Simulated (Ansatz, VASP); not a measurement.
One calculation of MgO, two programs

File INCAR:

```
SYSTEM = MgO
ALGO = Normal ; EDIFF = 1E-6
ENCUT = 520 ; ISIF = 2
ISMEAR = 0 ; LASPH = .True.
LCHARG = .True. ; LELF = .True.
LREAL = .False. ; LVHAR = .True.
LWAVE = .False. ; NBANDS = 36
NELM = 80 ; PREC = Accurate
SIGMA = 0.05
```

File KPOINTS:

```
k-points
0
Gamma
  4 4 4
  0 0 0
```

File POSCAR:

```
MgO
1.0
    5.5230736673      0.0000000000      0.0000000000
    0.0000000000      5.5230736673      0.0000000000
    0.0000000000      0.0000000000      5.5230736673
Mg O
6 6
Direct
    0.2500000000     -0.0078851109      0.5000000000
    0.0000000000      0.5078851109      0.2500000000
    0.5000000000      0.7500000000      0.0000000000
    0.7500000000     -0.0078851109      0.5000000000
    0.0000000000      0.5078851109      0.7500000000
    0.5000000000      0.2500000000      0.0000000000
    0.2500000000      0.4988426092      0.0000000000
    0.5000000000      0.0011573908      0.2500000000
    0.0000000000      0.7500000000      0.5000000000
    0.7500000000      0.4988426092      0.0000000000
    0.5000000000      0.0011573908      0.7500000000
    0.0000000000      0.2500000000      0.5000000000
```

Input for Ansatz:

```yaml
crystal:
  lattice:
    - [5.5230736673, 0.0, 0.0]
    - [0.0, 5.5230736673, 0.0]
    - [0.0, 0.0, 5.5230736673]
  atoms:
    - { symbol: Mg, position: [0.25, -0.0078851109, 0.5] }
    - { symbol: Mg, position: [0.0, 0.5078851109, 0.25] }
    - { symbol: Mg, position: [0.5, 0.75, 0.0] }
    - { symbol: Mg, position: [0.75, -0.0078851109, 0.5] }
    - { symbol: Mg, position: [0.0, 0.5078851109, 0.75] }
    - { symbol: Mg, position: [0.5, 0.25, 0.0] }
    - { symbol: O, position: [0.25, 0.4988426092, 0.0] }
    - { symbol: O, position: [0.5, 0.0011573908, 0.25] }
    - { symbol: O, position: [0.0, 0.75, 0.5] }
    - { symbol: O, position: [0.75, 0.4988426092, 0.0] }
    - { symbol: O, position: [0.5, 0.0011573908, 0.75] }
    - { symbol: O, position: [0.0, 0.25, 0.5] }
basis:
  ecutwfc: 520.0
kpoints:
  mp_grid: { grid: [4, 4, 4] }
hamiltonian:
  xc: lda
  pseudopotentials: { kind: paw, azcp: { folder: soft_1 } }
scf:
  occupations: { method: gaussian, width: 0.05 }
output:
  forces: true
  stress: true
  eigenvalues: true
```

Change from the starting cell: mode 14 frozen in at -0.029 Å and mode 24 at -0.029 Å (largest displacements).

Alike in both runs: task single point; functional LDA; k mesh 4 × 4 × 4; occupations gaussian, width 0.05 eV; no spin polarisation.

```csv
,VASP,Ansatz
version,VASP 6.6.1,Ansatz 0.2.0
potentials or method,"VASP PAW LDA potentials, release 64 (Mg, O), cutoff 520 eV","scalar-relativistic, plane waves, PAW"
valence electrons in the cell,48,96
```

```tsv
	VASP	Ansatz	Ansatz less VASP
gap on the k mesh at the Fermi level (eV)	2.83	2.84	+0.010
least direct gap on the mesh (eV)	2.84	2.85	+0.010
pressure (GPa)	-0.7	0.0	+0.72
rms of the force components (eV/Å)	0.256	0.250	-0.0053
```

Ansatz warns that its potentials were made for another functional, while VASP's fit it. LDA's correlation is that of Perdew and Zunger in VASP and of Perdew and Wang (1992) in Ansatz. Atom by atom the forces differ by 0.005 eV/Å (rms over components). VASP's potentials hold 48 valence electrons a cell and Ansatz's 96, so a difference there can come from the potentials and not from the codes.
